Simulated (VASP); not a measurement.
# MgS (I4/mmm) in VASP: a series of runs, part 2 of 3

VASP 6.6.1. The steps go on from the part before.

**3. Single point, PBEsol (strain -0.030 along x and y, +0.030 along z)**

The input, INCAR:

```
PREC = Accurate
ENCUT = 520
EDIFF = 1E-7
ISMEAR = 0
SIGMA = 0.05
LREAL = False
LASPH = True
NELM = 100
ALGO = Normal
ISIF = 2
LWAVE = False
LCHARG = False
GGA = PS
NBANDS = 11
```

The input, KPOINTS:

```
Automatic mesh
0
Gamma
  8 8 8
```

The input, POSCAR:

```
MgS
1.0
    0.0000000000      2.5236005000      2.6796995000
    2.5236005000      0.0000000000      2.6796995000
    2.5236005000      2.5236005000      0.0000000000
Mg S
1 1
Direct
    0.0000000000      0.0000000000      0.0000000000
    0.5000000000      0.5000000000      0.5000000000
```

Potentials or basis: VASP PAW PBE potentials, release 64 (Mg, S).

Run with:

```bash
$ cat potpaw_PBE.64/Mg/POTCAR potpaw_PBE.64/S/POTCAR > POTCAR
$ mpirun -np 1 vasp_std > vasp.out
```

OUTCAR:

```text
PREC = Accurate
   ENCUT = 520
   EDIFF = 1E-7
   ISMEAR = 0
   LREAL = False
   LASPH = True
   NELM = 100
   ISIF = 2
   GGA = PS

 ion  position               nearest neighbor table
   1  0.000  0.000  0.000-   2 2.52   2 2.52   2 2.52   2 2.52   2 2.68   2 2.68
   2  0.500  0.500  0.500-   1 2.52   1 2.52   1 2.52   1 2.52   1 2.68   1 2.68

  LATTYP: Found a body centered tetragonal cell.
 ALAT       =     3.5689100531
 C/A-ratio  =     1.5016906899

  Lattice vectors:

 A1 = (  -2.5236005000,   0.0000000000,   2.6796995000)
 A2 = (   2.5236005000,   0.0000000000,   2.6796995000)
 A3 = (   0.0000000000,   2.5236005000,  -2.6796995000)

Analysis of symmetry for initial positions (statically):
=====================================================================
 Subroutine PRICEL returns:
 Original cell was already a primitive cell.

 Routine SETGRP: Setting up the symmetry group for a
 body centered tetragonal supercell.

 Subroutine GETGRP returns: Found 16 space group operations
 (whereof 16 operations were pure point group operations)
 out of a pool of 16 trial point group operations.

The static configuration has the point symmetry D_4h.

Analysis of symmetry for dynamics (positions and initial velocities):
=====================================================================
 Subroutine PRICEL returns:
 Original cell was already a primitive cell.

 Routine SETGRP: Setting up the symmetry group for a
 body centered tetragonal supercell.

 Subroutine GETGRP returns: Found 16 space group operations
 (whereof 16 operations were pure point group operations)
 out of a pool of 16 trial point group operations.

The dynamic configuration has the point symmetry D_4h.

 Subroutine INISYM returns: Found 16 space group operations
 (whereof 16 operations are pure point group operations),
 and found     1 'primitive' translations

[... 115 lines left out ...]
  volume/ion in A,a.u.               =      17.07       115.17
  Fermi-wavevector in a.u.,A,eV,Ry     =   1.009375  1.907442 13.862121  1.018837
  Thomas-Fermi vector in A             =   2.142299
   LORBIT       =      0    0 simple, 1 ext, 2 COOP (PROOUT), +10 PAW based schemes
   GGA     = PS    functional components
   LHFCALC =     F    Hartree Fock is set to
   AEXX    =    0.0000 exact exchange contribution
   IVDW    =     0    specifies the selected vdW correction
   LEPSILON=     F    determine dielectric tensor
   LRPA    =     F    only Hartree local field effects (RPA)
 non-spin polarized calculation
 Gauss-broadening in eV      SIGMA  =   0.05
  energy-cutoff  :      520.00
  volume of cell :       34.13
 maximum number of plane-waves:       946
   NGX = 13   NGY = 13   NGZ = 13

 number of electron       7.9999999 magnetization

 Free energy of the ion-electron system (eV)
  ---------------------------------------------------
  ext. energy  EPLUGINS =         0.00000000
  ---------------------------------------------------
  free energy    TOTEN  =        -9.04254707 eV

  energy without entropy =       -9.04254707  energy(sigma->0) =       -9.04254707

 E-fermi :   4.3463     XC(G=0):  -9.9620

 val. band max:        4.0984524837   @ k =   0.0000   0.0000   0.0000
 cond. band min:       6.6432593395   @ k =   0.5000   0.0000   0.5000
 fundamental gap:      2.5448068559
 Fermi energy:         4.3462767533

 k-point     1 :       0.0000    0.0000    0.0000
  band No.  band energies     occupation
      1      -8.9184      2.00000
      2       3.8742      2.00000
      3       3.8742      2.00000
      4       4.0985      2.00000
      5       7.7926      0.00000
      6      11.3869      0.00000
      7      12.0249      0.00000
      8      12.0249      0.00000
      9      13.8581      0.00000
     10      14.7258      0.00000
     11      16.2201      0.00000
[... 309 lines left out ...]
 k-point    24 :       0.3750    0.0000    0.1250
  band No.  band energies     occupation
      1      -7.8262      2.00000
      2      -0.0230      2.00000
      3       3.0096      2.00000
      4       3.0744      2.00000
      5       9.1018      0.00000
      6      10.7538      0.00000
      7      11.8471      0.00000
      8      12.2395      0.00000
      9      15.4603      0.00000
     10      16.9312      0.00000
     11      17.1213      0.00000

 [... further k-points ...]
[... 5 lines left out ...]
  --------------------------------------------------------------------------------------
  -------------------------------------------------------------------------------------
  Total        0.9069963      0.9069963     -0.5596987      0.0000000      0.0000000     -0.0000000
  in kB       42.5754080     42.5754080    -26.2728737      0.0000000      0.0000000     -0.0000000
  external PRESSURE =      19.6259807 kB  Pullay stress =       0.0000000 kB

 VOLUME and BASIS-vectors are now :
 -----------------------------------------------------------------------------
  energy-cutoff  :      520.00
  volume of cell :       34.13
      direct lattice vectors                 reciprocal lattice vectors
     0.000000000  2.523600500  2.679699500    -0.198129617  0.198129617  0.186588086
     2.523600500  0.000000000  2.679699500     0.198129617 -0.198129617  0.186588086
     2.523600500  2.523600500  0.000000000     0.198129617  0.198129617 -0.186588086

 POSITION                                       TOTAL-FORCE (eV/Angst)
 -----------------------------------------------------------------------------------
      0.00000      0.00000      0.00000        -0.000000      0.000000      0.000000
      2.52360      2.52360      2.67970         0.000000     -0.000000      0.000000
 -----------------------------------------------------------------------------------
    total drift:                                0.000000      0.000000      0.000000

  FREE ENERGIE OF THE ION-ELECTRON SYSTEM (eV)
  ---------------------------------------------------
  free  energy   TOTEN  =        -9.0425470738 eV

  energy  without entropy=       -9.0425470738  energy(sigma->0) =       -9.04254707
```

OSZICAR:

```text
N       E                     dE             d eps       ncg     rms          rms(c)
DAV:   1     0.216682714345E+02    0.21668E+02   -0.36890E+03  1354   0.599E+02
DAV:   2    -0.796991915983E+01   -0.29638E+02   -0.28117E+02  1651   0.102E+02
DAV:   3    -0.940043573102E+01   -0.14305E+01   -0.14276E+01  1594   0.231E+01
DAV:   4    -0.940914082309E+01   -0.87051E-02   -0.87043E-02  1595   0.217E+00
DAV:   5    -0.940920407380E+01   -0.63251E-04   -0.63250E-04  1601   0.183E-01    0.427E+00
DAV:   6    -0.908664657424E+01    0.32256E+00   -0.66662E-01  1475   0.321E+00    0.324E+00
DAV:   7    -0.904518332094E+01    0.41463E-01   -0.18741E-01  1537   0.184E+00    0.199E+00
DAV:   8    -0.904277074825E+01    0.24126E-02   -0.99185E-03  1457   0.572E-01    0.763E-01
DAV:   9    -0.904255524674E+01    0.21550E-03   -0.51801E-04  1517   0.128E-01    0.308E-01
DAV:  10    -0.904254753324E+01    0.77135E-05   -0.14477E-04  1507   0.541E-02    0.121E-02
DAV:  11    -0.904254707238E+01    0.46086E-06   -0.29217E-06  1546   0.949E-03    0.101E-02
DAV:  12    -0.904254707377E+01   -0.13887E-08   -0.18006E-07  1522   0.269E-03
   1 F= -.90425471E+01 E0= -.90425471E+01  d E =-.118011E-14
```

stdout:

```text
POSCAR found type information on POSCAR MgS
 POSCAR found :  2 types and       2 ions
 scaLAPACK will be used
 -----------------------------------------------------------------------------
|                                                                             |
|                                                                             |
|     You enforced a specific xc type in the INCAR file but a different       |
|     I HOPE YOU KNOW WHAT YOU ARE DOING!                                     |
|                                                                             |
 -----------------------------------------------------------------------------

 LDA part: xc-table for (Slater+PW92), standard interpolation
 POSCAR, INCAR and KPOINTS ok, starting setup
 FFT: planning ... GRIDC
 FFT: planning ... GRID_SOFT
 FFT: planning ... GRID
 WAVECAR not read
 entering main loop
```

Run time: 16 s. Hardware: 1 thread of Intel Xeon 6975P-C, shared host; peak memory 0.17 GiB.

What came out:

```yaml
Free_energy: -9.0425 eV
Pressure: 2.0 GPa
Band_gap_on_the_k_mesh: 2.54 eV, indirect (least direct gap 3.69 eV)
```

Stress tensor (GPa, compression positive):
```
 4.26  0.00  0.00
 0.00  4.26  0.00
 0.00  0.00 -2.63
```

Levels at points of the mesh, in eV from the valence-band top:
| k point | band 1 | band 2 | band 3 | band 4 | band 5 | band 6 | band 7 | band 8 |
| --- | --- | --- | --- | --- | --- | --- | --- | --- |
| (0.00, 0.00, 0.00) | -13.02 | -0.22 | -0.22 | 0.00 | 3.69 | 7.29 | 7.93 | 7.93 |
| (0.50, 0.00, 0.00) | -11.61 | -5.21 | -0.89 | -0.69 | 4.25 | 6.49 | 7.06 | 10.28 |
| (0.50, 0.50, 0.00) | -11.38 | -4.62 | -1.73 | -1.73 | 2.90 | 4.15 | 11.62 | 12.69 |
| (0.50, 0.00, 0.50) | -11.12 | -4.55 | -2.27 | -1.75 | 2.54 | 3.95 | 12.21 | 12.49 |

Caveat: the cell differs from its parent crystal (strain -0.030 along x and y, +0.030 along z); the PAW data sets were made with another functional, which shifts forces and pressure a little. A k mesh can miss the band edges.

**4. Single point, PBEsol (strain +0.000 along x and y, -0.030 along z)**

The input, INCAR:

```
  PREC = Accurate
  ENCUT = 520
  EDIFF = 1E-6
  ISMEAR = 0
  SIGMA = 0.05
  LREAL = False
  LASPH = True
  NELM = 100
  ALGO = Normal
  ISIF = 2
  LWAVE = False
  LCHARG = False
  GGA = PS
  NBANDS = 11
```

KPOINTS is that of step 3.

The input, POSCAR:

```
MgS
1.0
    0.0000000000      2.6016500000      2.5236005000
    2.6016500000      0.0000000000      2.5236005000
    2.6016500000      2.6016500000      0.0000000000
Mg S
1 1
Direct
    0.0000000000      0.0000000000      0.0000000000
    0.5000000000      0.5000000000      0.5000000000
```

Potentials or basis: VASP PAW PBE potentials, release 64 (Mg, S).

Run with:

```bash
$ cat potpaw_PBE.64/Mg/POTCAR potpaw_PBE.64/S/POTCAR > POTCAR
$ mpirun -np 1 vasp_std > vasp.out
```

OUTCAR:

```text
PREC = Accurate
   ENCUT = 520
   EDIFF = 1E-6
   ISMEAR = 0
   LREAL = False
   LASPH = True
   NELM = 100
   ISIF = 2
   GGA = PS

 ion  position               nearest neighbor table
   1  0.000  0.000  0.000-   2 2.52   2 2.52   2 2.60   2 2.60   2 2.60   2 2.60
   2  0.500  0.500  0.500-   1 2.52   1 2.52   1 2.60   1 2.60   1 2.60   1 2.60

  LATTYP: Found a body centered tetragonal cell.
 ALAT       =     3.6792887145
 C/A-ratio  =     1.3717871555

  Lattice vectors:

 A1 = (   0.0000000000,  -2.6016500000,  -2.5236005000)
 A2 = (   0.0000000000,   2.6016500000,  -2.5236005000)
 A3 = (   2.6016500000,   0.0000000000,   2.5236005000)

Analysis of symmetry for initial positions (statically):
=====================================================================
 Subroutine PRICEL returns:
 Original cell was already a primitive cell.

 Routine SETGRP: Setting up the symmetry group for a
 body centered tetragonal supercell.

 Subroutine GETGRP returns: Found 16 space group operations
 (whereof 16 operations were pure point group operations)
 out of a pool of 16 trial point group operations.

The static configuration has the point symmetry D_4h.

Analysis of symmetry for dynamics (positions and initial velocities):
=====================================================================
 Subroutine PRICEL returns:
 Original cell was already a primitive cell.

 Routine SETGRP: Setting up the symmetry group for a
 body centered tetragonal supercell.

 Subroutine GETGRP returns: Found 16 space group operations
 (whereof 16 operations were pure point group operations)
 out of a pool of 16 trial point group operations.

The dynamic configuration has the point symmetry D_4h.

 Subroutine INISYM returns: Found 16 space group operations
 (whereof 16 operations are pure point group operations),
 and found     1 'primitive' translations

----------------------------------------------------------------------------------------

                                     Primitive cell
[... 114 lines left out ...]
  Thomas-Fermi vector in A             =   2.141978
   LORBIT       =      0    0 simple, 1 ext, 2 COOP (PROOUT), +10 PAW based schemes
   GGA     = PS    functional components
   LHFCALC =     F    Hartree Fock is set to
   AEXX    =    0.0000 exact exchange contribution
   IVDW    =     0    specifies the selected vdW correction
   LEPSILON=     F    determine dielectric tensor
   LRPA    =     F    only Hartree local field effects (RPA)
 non-spin polarized calculation
 Gauss-broadening in eV      SIGMA  =   0.05
  energy-cutoff  :      520.00
  volume of cell :       34.16
 maximum number of plane-waves:       938
   NGX = 13   NGY = 13   NGZ = 13

 number of electron       7.9999999 magnetization

 Free energy of the ion-electron system (eV)
  ---------------------------------------------------
  ext. energy  EPLUGINS =         0.00000000
  ---------------------------------------------------
  free energy    TOTEN  =        -9.06447314 eV

  energy without entropy =       -9.06447314  energy(sigma->0) =       -9.06447314

 E-fermi :   4.2626     XC(G=0):  -9.9619

 val. band max:        3.9962201096   @ k =   0.0000   0.0000   0.0000
 cond. band min:       6.6188899470   @ k =   0.5000   0.5000   0.0000
 fundamental gap:      2.6226698374
 Fermi energy:         4.2626048154

 k-point     1 :       0.0000    0.0000    0.0000
  band No.  band energies     occupation
      1      -8.9125      2.00000
      2       3.8563      2.00000
      3       3.9962      2.00000
      4       3.9962      2.00000
      5       7.7851      0.00000
      6      11.6836      0.00000
      7      11.6836      0.00000
      8      12.0042      0.00000
      9      14.0773      0.00000
     10      14.5060      0.00000
     11      16.3271      0.00000
[... 309 lines left out ...]
 k-point    24 :       0.3750   -0.0000    0.1250
  band No.  band energies     occupation
      1      -7.8556      2.00000
      2       0.0525      2.00000
      3       2.9441      2.00000
      4       3.1298      2.00000
      5       9.2004      0.00000
      6      10.4661      0.00000
      7      12.0820      0.00000
      8      12.3333      0.00000
      9      15.5093      0.00000
     10      16.7726      0.00000
     11      16.9308      0.00000

 [... further k-points ...]
[... 5 lines left out ...]
  --------------------------------------------------------------------------------------
  -------------------------------------------------------------------------------------
  Total        0.0263357      0.0263357      0.8598385      0.0000000     -0.0000000      0.0000000
  in kB        1.2351150      1.2351150     40.3254404      0.0000000     -0.0000000      0.0000000
  external PRESSURE =      14.2652234 kB  Pullay stress =       0.0000000 kB

 VOLUME and BASIS-vectors are now :
 -----------------------------------------------------------------------------
  energy-cutoff  :      520.00
  volume of cell :       34.16
      direct lattice vectors                 reciprocal lattice vectors
     0.000000000  2.601650000  2.523600500    -0.192185728  0.192185728  0.198129617
     2.601650000  0.000000000  2.523600500     0.192185728 -0.192185728  0.198129617
     2.601650000  2.601650000  0.000000000     0.192185728  0.192185728 -0.198129617

 POSITION                                       TOTAL-FORCE (eV/Angst)
 -----------------------------------------------------------------------------------
      0.00000      0.00000      0.00000        -0.000000      0.000000      0.000000
      2.60165      2.60165      2.52360         0.000000     -0.000000      0.000000
 -----------------------------------------------------------------------------------
    total drift:                                0.000000      0.000000      0.000000

  FREE ENERGIE OF THE ION-ELECTRON SYSTEM (eV)
  ---------------------------------------------------
  free  energy   TOTEN  =        -9.0644731364 eV

  energy  without entropy=       -9.0644731364  energy(sigma->0) =       -9.06447314
```

Wall time 17 s (1 thread of Intel Xeon 6975P-C, shared host); peak memory 0.17 GiB.

Results:

| Quantity | Value |
| --- | --- |
| Free energy | -9.0645 eV |
| Pressure | 1.4 GPa |
| Band gap on the k mesh | 2.62 eV, indirect (least direct gap 3.79 eV) |

Caveat: the cell differs from its parent crystal (strain +0.000 along x and y, -0.030 along z); the PAW data sets were made with another functional, which shifts forces and pressure a little. A k mesh can miss the band edges.

(Part 2 of 3 ends here.)
